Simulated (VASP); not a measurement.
# SiC2 (P-3m1) in VASP: further runs

The runs below take SiC2 through relaxation of cell and atoms, single point, with PBE, r2SCAN, HSE06, PBE0.

Everything below comes from runs of VASP 6.6.1. Logs are shortened: lines on timing, memory, paths and dates and some standing lists are left out, and cuts for length are marked.

## (1) The cell of the first run

It takes space group P-3m1 (No. 164, trigonal). Conventional cell: a = 2.863 Å, b = 2.863 Å, c = 7.013 Å, α = 90.00°, β = 90.00°, γ = 120.00°. C (site symmetry 3m) has 4 C at 1.75 Å within 2.3 Å. Within 2.3 Å of C (site symmetry 3m) lie 3 Si at 1.75 Å and 1 C at 1.75 Å. Within 2.3 Å of Si (site symmetry 3m) lie 3 C at 1.75 Å and 1 Si at 1.75 Å.

## (2) Relaxation of cell and atoms, PBE

The input, INCAR:

```
SYSTEM = SiC2
ALGO = Normal ; EDIFF = 1E-6
EDIFFG = -0.005 ; ENCUT = 600
GGA = PE ; IBRION = 2
ISIF = 3 ; ISMEAR = -1
LASPH = .True. ; LCHARG = .False.
LREAL = .False. ; LWAVE = .False.
NELM = 100 ; NSW = 80
PREC = Accurate ; SIGMA = 0.02
```

The input, KPOINTS:

```
k-points
0
Gamma
  12 12 4
  0 0 0
```

The input, POSCAR:

```
SiC2
1.0
    2.8631813438      0.0000000000      0.0000000000
   -1.4315906719      2.4795877794      0.0000000000
    0.0000000000      0.0000000000      7.0133333333
C Si
4 2
Direct
    0.6666666667      0.3333333333      0.5416666667
    0.3333333333      0.6666666667      0.2083333333
    0.3333333333      0.6666666667      0.4583333333
    0.6666666667      0.3333333333      0.7916666667
    0.0000000000      0.0000000000      0.8750000000
    0.0000000000      0.0000000000      0.1250000000
```

Potentials or basis: VASP PAW PBE potentials, release 64 (C, Si).

The run is started by

```console
cat potpaw_PBE.64/C/POTCAR potpaw_PBE.64/Si/POTCAR > POTCAR
mpirun -np 1 vasp_std > vasp.out
```

OUTCAR:

```text
SYSTEM = SiC2
   EDIFF = 1E-6
   EDIFFG = -0.005
   ENCUT = 600
   GGA = PE
   IBRION = 2
   ISIF = 3
   ISMEAR = -1
   LASPH = .True.
   LREAL = .False.
   NELM = 100
   NSW = 80
   PREC = Accurate

 ion  position               nearest neighbor table
   1  0.667  0.333  0.542-   4 1.75   3 1.75   3 1.75   3 1.75
   2  0.333  0.667  0.208-   6 1.75   3 1.75   6 1.75   6 1.75
   3  0.333  0.667  0.458-   2 1.75   1 1.75   1 1.75   1 1.75
   4  0.667  0.333  0.792-   5 1.75   1 1.75   5 1.75   5 1.75
   5  0.000  0.000  0.875-   4 1.75   6 1.75   4 1.75   4 1.75
   6  0.000  0.000  0.125-   2 1.75   5 1.75   2 1.75   2 1.75

  LATTYP: Found a hexagonal cell.
 ALAT       =     2.8631813438
 C/A-ratio  =     2.4494897428

  Lattice vectors:

 A1 = (   2.8631813438,   0.0000000000,   0.0000000000)
 A2 = (  -1.4315906719,   2.4795877794,   0.0000000000)
 A3 = (   0.0000000000,   0.0000000000,   7.0133333333)

Analysis of symmetry for initial positions (statically):
=====================================================================
 Subroutine PRICEL returns:
 Original cell was already a primitive cell.

 Routine SETGRP: Setting up the symmetry group for a
 hexagonal supercell.

 Subroutine GETGRP returns: Found 12 space group operations
 (whereof 12 operations were pure point group operations)
 out of a pool of 24 trial point group operations.

The static configuration has the point symmetry D_3d.

Analysis of symmetry for dynamics (positions and initial velocities):
=====================================================================
 Subroutine PRICEL returns:
 Original cell was already a primitive cell.

 Routine SETGRP: Setting up the symmetry group for a
 hexagonal supercell.

 Subroutine GETGRP returns: Found 12 space group operations
 (whereof 12 operations were pure point group operations)
 out of a pool of 24 trial point group operations.

The dynamic configuration has the point symmetry D_3d.

 Subroutine INISYM returns: Found 12 space group operations
 (whereof 12 operations are pure point group operations),
 and found     1 'primitive' translations

----------------------------------------------------------------------------------------

                                     Primitive cell

  volume of cell :      49.7912

  direct lattice vectors                    reciprocal lattice vectors
     2.863181344  0.000000000  0.000000000     0.349261845  0.201646420  0.000000000
    -1.431590672  2.479587779  0.000000000     0.000000000  0.403292841  0.000000000
     0.000000000  0.000000000  7.013333333     0.000000000  0.000000000  0.142585551

  length of vectors
     2.863181344  2.863181344  7.013333333     0.403292841  0.403292841  0.142585551

[... 87 lines left out ...]
   NELM   =    100;   NELMIN=  2; NELMDL= -5     # of ELM steps
   EDIFF  = 0.1E-05   stopping-criterion for ELM
   LREAL  =      F    real-space projection
   EDIFFG = -.5E-02   stopping-criterion for IOM
   NSW    =     80    number of steps for IOM
   IBRION =      2    ionic relax: 0-MD 1-quasi-New 2-CG
   NFREE  =      1    steps in history (QN), initial steepest desc. (CG)
   ISIF   =      3    stress and relaxation
   ISYM   =      2    0-nonsym 1-usesym 2-fastsym
   POTIM  = 0.5000    time-step for ionic-motion
   TEBEG  =    0.0;   TEEND  =   0.0 temperature during run
   PSTRESS=    0.0 pullay stress
   NELECT =      24.0000    total number of electrons
   NUPDOWN=      -1.0000    fix difference up-down
   EMIN   =  10.00;   EMAX   =-10.00  energy-range for DOS
   EFERMI =   0.00;   METHOD = LEGACY
   ISMEAR =    -1;   SIGMA  =   0.02  broadening in eV -4-tet -1-fermi 0-gaus
   EFERMI_NEDOS =   21; number of points for ismear=-14 and -15
   IALGO  =     38    algorithm
   IMIX   =      4    mixing-type and parameters
     AMIX     =   0.40;   BMIX     =  1.00
     AMIX_MAG =   1.60;   BMIX_MAG =  1.00
  volume/ion in A,a.u.               =       8.30        56.00
  Fermi-wavevector in a.u.,A,eV,Ry     =   1.283594  2.425641 22.417139  1.647613
  Thomas-Fermi vector in A             =   2.415837
   LORBIT       =      0    0 simple, 1 ext, 2 COOP (PROOUT), +10 PAW based schemes
   GGA     = PE    functional components
   LHFCALC =     F    Hartree Fock is set to
   AEXX    =    0.0000 exact exchange contribution
   IVDW    =     0    specifies the selected vdW correction
   LEPSILON=     F    determine dielectric tensor
   LRPA    =     F    only Hartree local field effects (RPA)
 conjugate gradient relaxation of ions
 non-spin polarized calculation
  energy-cutoff  :      600.00
  volume of cell :       49.79
 maximum number of plane-waves:      1676
 NGX is ok and might be reduce to    24
   NGX = 11   NGY = 11   NGZ = 29

--------------------------------------- Ionic step        1  -------------------------------------------

 number of electron      24.0000000 magnetization

 Free energy of the ion-electron system (eV)
  ---------------------------------------------------
  ext. energy  EPLUGINS =         0.00000000
  ---------------------------------------------------
  free energy    TOTEN  =       -39.40109560 eV

  energy without entropy =      -39.40109560  energy(sigma->0) =      -39.40109560

 E-fermi :  10.0824     XC(G=0): -12.0549

 val. band max:        9.6616015010   @ k =   0.0000   0.0000   0.0000
 cond. band min:      10.6839936613   @ k =   0.5000  -0.0000   0.0000
 fundamental gap:      1.0223921603
 Fermi energy:        10.0824067854

 k-point     1 :       0.0000    0.0000    0.0000
  band No.  band energies     occupation
      1      -8.3549      2.00000
      2      -6.0201      2.00000
      3      -5.8304      2.00000
      4       1.7599      2.00000
      5       1.8955      2.00000
      6       7.1436      2.00000
[... 560 lines left out ...]
  FREE ENERGIE OF THE ION-ELECTRON SYSTEM (eV)
  ---------------------------------------------------
  free  energy   TOTEN  =       -39.2665038177 eV

  energy  without entropy=      -39.2639303907  energy(sigma->0) =      -39.26521710

[... ionic steps 4 to 20 ...]

--------------------------------------- Ionic step       21  -------------------------------------------

 number of electron      24.0000003 magnetization

------------------------ aborting loop because EDIFF is reached ----------------------------------------
[... 75 lines left out ...]
--------------------------------------- Ionic step       23  -------------------------------------------

 number of electron      24.0000003 magnetization

 Free energy of the ion-electron system (eV)
  ---------------------------------------------------
  ext. energy  EPLUGINS =         0.00000000
  ---------------------------------------------------
  free energy    TOTEN  =       -45.02891540 eV

  energy without entropy =      -45.02890365  energy(sigma->0) =      -45.02890953

 E-fermi :   9.0641     XC(G=0): -11.5772

 val. band max:        8.9391892857   @ k =   0.0000   0.0000   0.0000
 cond. band min:       9.1743336020   @ k =   0.5000  -0.0000   0.0000
 fundamental gap:      0.2351443163
 Fermi energy:         9.0640869562

 k-point     1 :       0.0000    0.0000    0.0000
  band No.  band energies     occupation
      1      -9.2330      2.00000
      2      -7.1148      2.00000
      3      -5.4861      2.00000
      4      -0.2284      2.00000
      5       1.3028      2.00000
      6       5.5405      2.00000
[... 480 lines left out ...]
  FREE ENERGIE OF THE ION-ELECTRON SYSTEM (eV)
  ---------------------------------------------------
  free  energy   TOTEN  =       -45.0289153960 eV

  energy  without entropy=      -45.0289036542  energy(sigma->0) =      -45.02890953

 reached required accuracy - stopping structural energy minimisation
```

OSZICAR:

```text
N       E                     dE             d eps       ncg     rms          rms(c)
DAV:   1     0.723623689188E+02    0.72362E+02   -0.13124E+04  2208   0.155E+03
DAV:   2    -0.394011164718E+02   -0.11176E+03   -0.11003E+03  2904   0.233E+02
DAV:   3    -0.434727426194E+02   -0.40716E+01   -0.40320E+01  3184   0.476E+01
[... 196 lines left out ...]
DAV:   3    -0.450289143939E+02    0.72546E-06   -0.11524E-06  2064   0.920E-03
  22 F= -.45028914E+02 E0= -.45028908E+02  d E =-.454049E-05
       N       E                     dE             d eps       ncg     rms          rms(c)
DAV:   1    -0.450289153566E+02   -0.23715E-06   -0.71566E-05  2216   0.756E-02    0.295E-03
DAV:   2    -0.450289153960E+02   -0.39437E-07   -0.11183E-06  2440   0.858E-03
  23 F= -.45028915E+02 E0= -.45028910E+02  d E =-.554254E-05
```

CONTCAR:

```text
SiC2
   1.00000000000000
     2.9322705195498062   -0.0000000000000000    0.0000000000000000
    -1.4661352597749031    2.5394207607275496   -0.0000000000000000
     0.0000000000000000   -0.0000000000000000    7.4441067006439647
  C               Si
     4     2
Direct
     0.6666666667000030    0.3333333332999970    0.5365071863264491
     0.3333333332999970    0.6666666667000030    0.2564761554406713
     0.3333333332999970    0.6666666667000030    0.4634928136735507
     0.6666666667000030    0.3333333332999970    0.7435238445593287
     0.0000000000000000    0.0000000000000000    0.8392439301533102
     0.0000000000000000    0.0000000000000000    0.1607560698466897

  0.00000000E+00  0.00000000E+00  0.00000000E+00
  0.00000000E+00  0.00000000E+00  0.00000000E+00
  0.00000000E+00  0.00000000E+00  0.00000000E+00
  0.00000000E+00  0.00000000E+00  0.00000000E+00
  0.00000000E+00  0.00000000E+00  0.00000000E+00
  0.00000000E+00  0.00000000E+00  0.00000000E+00
```

Wall time 5.6 min (1 thread of Intel Xeon Platinum 8559C (Emerald Rapids), shared host); peak memory 0.21 GiB.

What came out:

```
Free energy                           : -45.0289 eV
Relaxed volume                        : 9.24 Å³/atom
Relaxed cell                          : a = 2.932 Å, b = 2.932 Å, c = 7.444 Å, α = 90.00°, β = 90.00°, γ = 120.00°
Space group after relaxing (to 0.1 Å) : P-3m1 (No. 164)
Energy gained by relaxing             : 938.0 meV/atom
Ionic steps                           : 23
Pressure after relaxing               : 0.0 GPa
Band gap on the k mesh                : 0.24 eV (least direct gap 2.18 eV)
```

Step by step:
```tsv
step	energy change (eV)	largest force (eV/Å)	pressure (GPa)	volume (Å³)
1	0.0000	17.2028	53.64	49.79
2	0.3287	1.7794	-4.97	72.19
3	0.1346	2.1475	-4.01	70.54
4	-0.1236	2.6889	-2.80	68.77
5	-2.5028	5.5496	5.78	58.83
6	-3.5983	5.9420	15.93	54.20
7	-3.5722	6.0302	25.77	51.97
8	-3.6638	5.9955	19.33	53.30
9	-4.7436	1.6335	-23.59	63.74
10	-5.2117	1.7755	-14.54	59.82
11	-5.4407	2.0034	1.14	55.70
12	-5.5168	0.9228	-4.78	56.96
13	-5.6039	0.5528	4.34	54.46
14	-5.6216	0.2480	1.34	55.17
15	-5.6270	0.1107	-0.27	55.44
16	-5.6270	0.0902	-0.11	55.41
17	-5.6276	0.0799	0.06	55.41
18	-5.6276	0.0565	0.04	55.41
19	-5.6278	0.0135	0.06	55.42
20	-5.6278	0.0104	0.05	55.42
21	-5.6278	0.0102	0.05	55.42
22	-5.6278	0.0060	-0.02	55.44
23	-5.6278	0.0019	-0.01	55.43
```

Final structure:
```yaml
crystal:
  lattice:
    - [2.93227, 0.00000, 0.00000]
    - [-1.46614, 2.53942, 0.00000]
    - [0.00000, 0.00000, 7.44411]
  atoms:
    - { symbol: C, position: [0.66667, 0.33333, 0.53651] }
    - { symbol: C, position: [0.33333, 0.66667, 0.25648] }
    - { symbol: C, position: [0.33333, 0.66667, 0.46349] }
    - { symbol: C, position: [0.66667, 0.33333, 0.74352] }
    - { symbol: Si, position: [0.00000, 0.00000, 0.83924] }
    - { symbol: Si, position: [0.00000, 0.00000, 0.16076] }
```

## (3) Relaxation of cell and atoms, r2SCAN

This run uses another cell than the first one, of 9.24 Å³/atom.

The input, POSCAR:

```
SiC2
1.0
    2.9320271604      0.0000000000      0.0000000000
   -1.4660135802      2.5392100055      0.0000000000
    0.0000000000      0.0000000000      7.4472594036
C Si
4 2
Direct
    0.6666666667      0.3333333333      0.5365255083
    0.3333333333      0.6666666667      0.2567206682
    0.3333333333      0.6666666667      0.4634744917
    0.6666666667      0.3333333333      0.7432793318
    0.0000000000      0.0000000000      0.8391386929
    0.0000000000      0.0000000000      0.1608613071
```

The input, INCAR.step1:

```
SYSTEM = SiC2
ALGO = Normal ; EDIFF = 1E-4
ENCUT = 600 ; GGA = PE
ISMEAR = -1 ; LASPH = .True.
LCHARG = .False. ; LREAL = .False.
LWAVE = .True. ; NELM = 80
PREC = Accurate ; SIGMA = 0.02
```

The input, INCAR.step2:

```
SYSTEM = SiC2
ALGO = Normal ; EDIFF = 1E-6
EDIFFG = -0.005 ; ENCUT = 600
IBRION = 2 ; ISIF = 3
ISMEAR = -1 ; ISTART = 1
LASPH = .True. ; LCHARG = .False.
LMIXTAU = .True. ; LREAL = .False.
LWAVE = .False. ; METAGGA = R2SCAN
NELM = 80 ; NSW = 80
PREC = Accurate ; SIGMA = 0.02
```

KPOINTS is that of step 2.

Potentials or basis: VASP PAW PBE potentials, release 64 (C, Si).

The run is started by

```console
cat potpaw_PBE.64/C/POTCAR potpaw_PBE.64/Si/POTCAR > POTCAR
cp INCAR.step1 INCAR
mpirun -np 1 vasp_std > vasp.out
cp INCAR.step2 INCAR
mpirun -np 1 vasp_std > vasp.out
```

It took 9.5 min on 1 thread of Intel Xeon Platinum 8559C (Emerald Rapids), shared host; peak memory 0.23 GiB.

It converged, with:

```yaml
Free_energy: -54.7983 eV
Relaxed_volume: 9.13 Å³/atom
Relaxed_cell: a = 2.923 Å, b = 2.923 Å, c = 7.408 Å, α = 90.00°, β = 90.00°, γ = 120.00°
Space_group_after_relaxing_to_0.1_Å: P-3m1 (No. 164)
Energy_gained_by_relaxing: 1.8 meV/atom
Ionic_steps: 10
Pressure_after_relaxing: 0.0 GPa
Largest_force_after_relaxing: 0.003 eV/Å
Band_gap_on_the_k_mesh: 0.52 eV (least direct gap 2.58 eV)
```

Forces on the atoms (eV/Å):
```
C    0.000  0.000 -0.003
C    0.000  0.000 -0.001
C    0.000  0.000  0.003
C    0.000  0.000  0.001
Si   0.000  0.000 -0.002
Si   0.000  0.000  0.002
```

Step by step:
```csv
step,energy change (eV),largest force (eV/Å),pressure (GPa),volume (Å³)
1,0.0000,0.3638,-2.99,55.45
2,0.0106,0.6980,4.12,54.07
3,-0.0098,0.1075,-0.17,54.88
4,-0.0105,0.0487,0.18,54.77
5,-0.0105,0.0491,0.20,54.76
6,-0.0106,0.0257,-0.05,54.82
7,-0.0107,0.0121,0.02,54.80
8,-0.0107,0.0120,0.02,54.80
9,-0.0107,0.0192,0.00,54.81
10,-0.0107,0.0034,0.01,54.81
```

Final structure:
```cif
data_structure
_symmetry_space_group_name_H-M 'P 1'
_symmetry_Int_Tables_number 1
_cell_length_a 2.9228
_cell_length_b 2.9228
_cell_length_c 7.4078
_cell_angle_alpha 90.000
_cell_angle_beta 90.000
_cell_angle_gamma 120.000
_cell_volume 54.81
loop_
_atom_site_label
_atom_site_type_symbol
_atom_site_fract_x
_atom_site_fract_y
_atom_site_fract_z
_atom_site_occupancy
C1 C 0.66667 0.33333 0.53676 1
C2 C 0.33333 0.66667 0.25517 1
C3 C 0.33333 0.66667 0.46324 1
C4 C 0.66667 0.33333 0.74483 1
Si1 Si 0.00000 0.00000 0.83904 1
Si2 Si 0.00000 0.00000 0.16096 1
```

Levels at points of the mesh, in eV from the valence-band top:
| k point | band 9 | band 10 | band 11 | band 12 | band 13 | band 14 | band 15 | band 16 |
| --- | --- | --- | --- | --- | --- | --- | --- | --- |
| (0.00, 0.00, 0.00) | -1.75 | -1.75 | 0.00 | 0.00 | 2.64 | 4.46 | 5.16 | 5.16 |
| (0.50, 0.00, 0.00) | -5.11 | -3.45 | -3.39 | -2.06 | 0.52 | 2.15 | 4.87 | 5.10 |
| (0.00, 0.00, 0.50) | -1.75 | -1.75 | -0.01 | -0.01 | 2.72 | 4.74 | 5.16 | 5.16 |
| (0.50, 0.00, 0.50) | -5.73 | -3.63 | -2.50 | -1.77 | 1.38 | 2.48 | 3.44 | 5.91 |

Caveat: the PAW data sets were made with another functional, which shifts forces and pressure a little. A k mesh can miss the band edges.

[end of part 1 of 2]
